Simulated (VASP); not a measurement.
# Ca (P6_3/mmc) in VASP: a series of runs, part 2 of 3

VASP 6.6.1. The steps go on from the part before.

## (3) Single point, PBEsol

This run uses another cell than the first one, of 40.79 Å³/atom.

The input, INCAR:

```
  PREC = Accurate
  ENCUT = 520
  EDIFF = 1E-6
  ISMEAR = -1
  SIGMA = 0.08
  LREAL = F
  LASPH = T
  NELM = 100
  ALGO = Normal
  ISIF = 2
  LWAVE = F
  LCHARG = F
  GGA = PS
  NBANDS = 17
```

The input, KPOINTS:

```
regular mesh
0
Gamma
  11 11 6
```

The input, POSCAR:

```
Ca
1.0
    3.8520738725      0.0000000000      0.0000000000
   -1.9260369363      3.3359938309      0.0000000000
    0.0000000000      0.0000000000      6.3490241469
Ca
2
Direct
    0.3333333333      0.6666666667      0.2500000000
    0.6666666667      0.3333333333      0.7500000000
```

Potentials or basis: VASP PAW PBE potentials, release 64 (Ca_sv).

Started as:

```sh
$ cat potpaw_PBE.64/Ca_sv/POTCAR > POTCAR
$ mpirun -np 1 vasp_std > vasp.out
```

OUTCAR:

```text
PREC = Accurate
   ENCUT = 520
   EDIFF = 1E-6
   ISMEAR = -1
   LREAL = F
   LASPH = T
   NELM = 100
   ISIF = 2
   GGA = PS

 ion  position               nearest neighbor table
   1  0.333  0.667  0.250-
   2  0.667  0.333  0.750-

  LATTYP: Found a hexagonal cell.
 ALAT       =     3.8520738725
 C/A-ratio  =     1.6482093431

  Lattice vectors:

 A1 = (   3.8520738725,   0.0000000000,   0.0000000000)
 A2 = (  -1.9260369363,   3.3359938309,   0.0000000000)
 A3 = (   0.0000000000,   0.0000000000,   6.3490241469)

Analysis of symmetry for initial positions (statically):
=====================================================================
 Subroutine PRICEL returns:
 Original cell was already a primitive cell.

 Routine SETGRP: Setting up the symmetry group for a
 hexagonal supercell.

 Subroutine GETGRP returns: Found 24 space group operations
 (whereof 12 operations were pure point group operations)
 out of a pool of 24 trial point group operations.

The static configuration has the point symmetry D_3d.
 The point group associated with its full space group is D_6h.

Analysis of symmetry for dynamics (positions and initial velocities):
=====================================================================
 Subroutine PRICEL returns:
 Original cell was already a primitive cell.

 Routine SETGRP: Setting up the symmetry group for a
 hexagonal supercell.

 Subroutine GETGRP returns: Found 24 space group operations
 (whereof 12 operations were pure point group operations)
 out of a pool of 24 trial point group operations.

The dynamic configuration has the point symmetry D_3d.
 The point group associated with its full space group is D_6h.

 Subroutine INISYM returns: Found 24 space group operations
 (whereof 12 operations are pure point group operations),
 and found     1 'primitive' translations

----------------------------------------------------------------------------------------

                                     Primitive cell

  volume of cell :      81.5881

  direct lattice vectors                    reciprocal lattice vectors
     3.852073873  0.000000000  0.000000000     0.259600421  0.149880373  0.000000000
    -1.926036936  3.335993831  0.000000000     0.000000000  0.299760746  0.000000000
     0.000000000  0.000000000  6.349024147     0.000000000  0.000000000  0.157504520

  length of vectors
     3.852073873  3.852073873  6.349024147     0.299760746  0.299760746  0.157504520

  position of ions in fractional coordinates (direct lattice)
     0.333333333  0.666666667  0.250000000
     0.666666667  0.333333333  0.750000000

  ion indices of the primitive-cell ions
   primitive index   ion index
                 1           1
                 2           2

----------------------------------------------------------------------------------------

 KPOINTS: regular mesh

Automatic generation of k-mesh.
 Grid dimensions read from file:
 generate k-points for:   11   11    6

 Generating k-lattice:

  Cartesian coordinates                     Fractional coordinates (reciprocal lattice)
     0.023600038  0.013625488  0.000000000     0.090909091  0.000000000  0.000000000
     0.000000000  0.027250977  0.000000000     0.000000000  0.090909091  0.000000000
     0.000000000  0.000000000  0.026250753     0.000000000  0.000000000  0.166666667

  Length of vectors
     0.027250977  0.027250977  0.026250753

  Shift w.r.t. Gamma in fractional coordinates (k-lattice)
     0.000000000  0.000000000  0.000000000

 Subroutine IBZKPT returns following result:
 ===========================================

 Found     64 irreducible k-points:

 Following reciprocal coordinates:
            Coordinates               Weight
  0.000000  0.000000  0.000000      1.000000
  0.090909 -0.000000  0.000000      6.000000
  0.181818 -0.000000  0.000000      6.000000
  0.272727  0.000000  0.000000      6.000000
  0.363636  0.000000  0.000000      6.000000
  0.454545  0.000000  0.000000      6.000000
[... 16 lines left out ...]
  0.090909  0.090909  0.166667     12.000000
  0.181818  0.090909  0.166667     24.000000
 [... further k-points ...]
   k-points           NKPTS =     64   k-points in BZ     NKDIM =     64   number of bands    NBANDS=     17
   number of dos      NEDOS =    301   number of ions     NIONS =      2
   total plane-waves  NPLWV =  43200
   dimension x,y,z NGX =    30 NGY =   30 NGZ =   48
   dimension x,y,z NGXF=    60 NGYF=   60 NGZF=   96
   ions per type =               2
   NGX,Y,Z   is equivalent  to a cutoff of  12.95, 12.95, 12.57 a.u.
   NGXF,Y,Z  is equivalent  to a cutoff of  25.89, 25.89, 25.14 a.u.
 SYSTEM =  unknown system
   PREC   = accura    normal or accurate (medium, high low for compatibility)
   ISTART =      0    job   : 0-new  1-cont  2-samecut
   ICHARG =      2    charge: 1-file 2-atom 10-const
   ISPIN  =      1    spin polarized calculation?
   LNONCOLLINEAR =      F non collinear calculations
   LSORBIT =      F    spin-orbit coupling
   LASPH  =      T    aspherical Exc in radial PAW
   ENCUT  =  520.0 eV  38.22 Ry    6.18 a.u.   7.16  7.16 11.80*2*pi/ulx,y,z
   NELM   =    100;   NELMIN=  2; NELMDL= -5     # of ELM steps
   EDIFF  = 0.1E-05   stopping-criterion for ELM
   LREAL  =      F    real-space projection
   EDIFFG = 0.1E-04   stopping-criterion for IOM
   NSW    =      0    number of steps for IOM
   IBRION =     -1    ionic relax: 0-MD 1-quasi-New 2-CG
   NFREE  =      0    steps in history (QN), initial steepest desc. (CG)
   ISIF   =      2    stress and relaxation
   ISYM   =      2    0-nonsym 1-usesym 2-fastsym
   POTIM  = 0.5000    time-step for ionic-motion
   TEBEG  =    0.0;   TEEND  =   0.0 temperature during run
   PSTRESS=    0.0 pullay stress
   NELECT =      20.0000    total number of electrons
   NUPDOWN=      -1.0000    fix difference up-down
   EMIN   =  10.00;   EMAX   =-10.00  energy-range for DOS
   EFERMI =   0.00;   METHOD = LEGACY
   ISMEAR =    -1;   SIGMA  =   0.08  broadening in eV -4-tet -1-fermi 0-gaus
   EFERMI_NEDOS =   21; number of points for ismear=-14 and -15
   IALGO  =     38    algorithm
   IMIX   =      4    mixing-type and parameters
     AMIX     =   0.40;   BMIX     =  1.00
     AMIX_MAG =   1.60;   BMIX_MAG =  1.00
  volume/ion in A,a.u.               =      40.79       275.29
  Fermi-wavevector in a.u.,A,eV,Ry     =   1.024572  1.936161 14.282690  1.049748
  Thomas-Fermi vector in A             =   2.158366
   LORBIT       =      0    0 simple, 1 ext, 2 COOP (PROOUT), +10 PAW based schemes
   GGA     = PS    functional components
   LHFCALC =     F    Hartree Fock is set to
   AEXX    =    0.0000 exact exchange contribution
   IVDW    =     0    specifies the selected vdW correction
   LEPSILON=     F    determine dielectric tensor
   LRPA    =     F    only Hartree local field effects (RPA)
 non-spin polarized calculation
  energy-cutoff  :      520.00
  volume of cell :       81.59
 maximum number of plane-waves:      2213
 NGX is ok and might be reduce to    30
   NGX = 15   NGY = 15   NGZ = 23

 number of electron      20.0000000 magnetization

 Free energy of the ion-electron system (eV)
  ---------------------------------------------------
  ext. energy  EPLUGINS =         0.00000000
  ---------------------------------------------------
  free energy    TOTEN  =        -4.28692334 eV

  energy without entropy =       -4.23700034  energy(sigma->0) =       -4.26196184

 E-fermi :   2.0646     XC(G=0):  -7.9177

 val. band max:        2.0641865421   @ k =   0.3636   0.0909   0.0000
 cond. band min:       2.0651848957   @ k =   0.2727   0.0909   0.0000
 fundamental gap:      0.0009983536
 Fermi energy:         2.0646031167

 k-point     1 :       0.0000    0.0000    0.0000
  band No.  band energies     occupation
      1     -39.7241      2.00000
      2     -39.7084      2.00000
      3     -20.8626      2.00000
      4     -20.7356      2.00000
      5     -20.7356      2.00000
      6     -20.7147      2.00000
[... 9 lines left out ...]
     16       4.7076      0.00000
     17       5.1443      0.00000
[... 441 lines left out ...]
 k-point    24 :       0.1818    0.0909    0.1667
  band No.  band energies     occupation
      1     -39.7161      2.00000
      2     -39.7058      2.00000
      3     -20.8327      2.00000
      4     -20.7860      2.00000
      5     -20.7798      2.00000
      6     -20.7513      2.00000
[... 9 lines left out ...]
     16       4.9742      0.00000
     17       5.1841      0.00000

 [... further k-points ...]

------------------------ aborting loop because EDIFF is reached ----------------------------------------

  FORCE on cell =-STRESS in cart. coord.  units (eV):
  Direction    XX          YY          ZZ          XY          YZ          ZX
  --------------------------------------------------------------------------------------
  -------------------------------------------------------------------------------------
  Total        0.0091830      0.0091830      0.0005637     -0.0000000     -0.0000000      0.0000000
  in kB        0.1803297      0.1803297      0.0110690     -0.0000000     -0.0000000      0.0000000
  external PRESSURE =       0.1239095 kB  Pullay stress =       0.0000000 kB

 VOLUME and BASIS-vectors are now :
 -----------------------------------------------------------------------------
  energy-cutoff  :      520.00
  volume of cell :       81.59
      direct lattice vectors                 reciprocal lattice vectors
     3.852073873  0.000000000  0.000000000     0.259600421  0.149880373  0.000000000
    -1.926036936  3.335993831  0.000000000     0.000000000  0.299760746  0.000000000
     0.000000000  0.000000000  6.349024147     0.000000000  0.000000000  0.157504520

 POSITION                                       TOTAL-FORCE (eV/Angst)
 -----------------------------------------------------------------------------------
     -0.00000      2.22400      1.58726         0.000000     -0.000000      0.000000
      1.92604      1.11200      4.76177        -0.000000      0.000000      0.000000
 -----------------------------------------------------------------------------------
    total drift:                                0.000000     -0.000000      0.000000

  FREE ENERGIE OF THE ION-ELECTRON SYSTEM (eV)
  ---------------------------------------------------
  free  energy   TOTEN  =        -4.2869233352 eV

  energy  without entropy=       -4.2370003424  energy(sigma->0) =       -4.26196184
```

OSZICAR:

```text
N       E                     dE             d eps       ncg     rms          rms(c)
DAV:   1     0.171851599199E+03    0.17185E+03   -0.10169E+04  2184   0.107E+03
DAV:   2     0.502460448285E+01   -0.16683E+03   -0.16464E+03  2452   0.316E+02
DAV:   3    -0.398272081230E+01   -0.90073E+01   -0.89282E+01  4192   0.540E+01
DAV:   4    -0.429293637965E+01   -0.31022E+00   -0.30970E+00  2687   0.105E+01
DAV:   5    -0.430844705804E+01   -0.15511E-01   -0.15503E-01  3687   0.149E+00    0.315E+00
DAV:   6    -0.429370672169E+01    0.14740E-01   -0.18416E-02  2748   0.136E+00    0.189E+00
DAV:   7    -0.428718656684E+01    0.65202E-02   -0.28916E-02  2631   0.185E+00    0.108E-01
DAV:   8    -0.428688788996E+01    0.29868E-03   -0.24242E-03  3280   0.353E-01    0.339E-02
DAV:   9    -0.428692314521E+01   -0.35255E-04   -0.20458E-04  3286   0.795E-02    0.105E-02
DAV:  10    -0.428692517071E+01   -0.20255E-05   -0.14467E-05  2824   0.343E-02    0.949E-03
DAV:  11    -0.428692324035E+01    0.19304E-05   -0.12400E-06  2356   0.125E-02    0.235E-03
DAV:  12    -0.428692333522E+01   -0.94875E-07   -0.97295E-08  1928   0.321E-03
   1 F= -.42869233E+01 E0= -.42619618E+01  d E =-.499230E-01
```

It took 44 s on 1 thread of AMD EPYC 9R45 (Zen 5), shared host; peak memory 0.2 GiB.

What came out:

| Quantity | Value |
| --- | --- |
| Free energy | -4.2869 eV |
| Pressure | 0.0 GPa |
| Band gap on the k mesh | zero (bands 10 and 11 overlap by 0.39 eV) |

Caveat: the PAW data sets were made with another functional, which shifts forces and pressure a little.

## (4) Single point, PBEsol

This run uses another cell than the first one, of 40.79 Å³/atom.

The input, INCAR:

```
SYSTEM = Ca
PREC = Accurate
ENCUT = 520
EDIFF = 1E-6
ISMEAR = -1
SIGMA = 0.08
LREAL = .False.
LASPH = .True.
NELM = 80
ALGO = Normal
ISIF = 2
LWAVE = .False.
LCHARG = .False.
GGA = PS
NBANDS = 17
```

The input, KPOINTS:

```
regular mesh
0
Gamma
  11 11 6
  0 0 0
```

POSCAR: that of step 3 with these lines changed.

```diff
@@ -4,3 +4,3 @@
    -1.9260369363      3.3359938309      0.0000000000
-    0.0000000000      0.0000000000      6.3490241469
+    0.0000000000      0.0000000000      6.3490241468
 Ca
```

Started as:

```sh
$ cat potpaw_PBE.64/Ca_sv/POTCAR > POTCAR
$ mpirun -np 1 vasp_std > vasp.out
```

Run time: 44 s. Hardware: 1 thread of AMD EPYC 9R45 (Zen 5), shared host; peak memory 0.2 GiB.

It converged, with:

```
Free energy            : -4.2869 eV
Pressure               : 0.0 GPa
Band gap on the k mesh : zero (bands 10 and 11 overlap by 0.39 eV)
```

Levels at points of the mesh, in eV from the Fermi level:
```tsv
k point	band 6	band 7	band 8	band 9	band 10	band 11	band 12	band 13	band 14	band 15
(0.00, 0.00, 0.00)	-22.78	-22.78	-22.77	-4.14	-1.10	-0.21	2.28	2.33	2.33	2.64
(0.00, 0.00, 0.50)	-22.79	-22.79	-22.79	-3.10	-3.10	1.38	1.38	2.32	2.32	2.32
```

Caveat: the PAW data sets were made with another functional, which shifts forces and pressure a little.

[end of part 2 of 3]
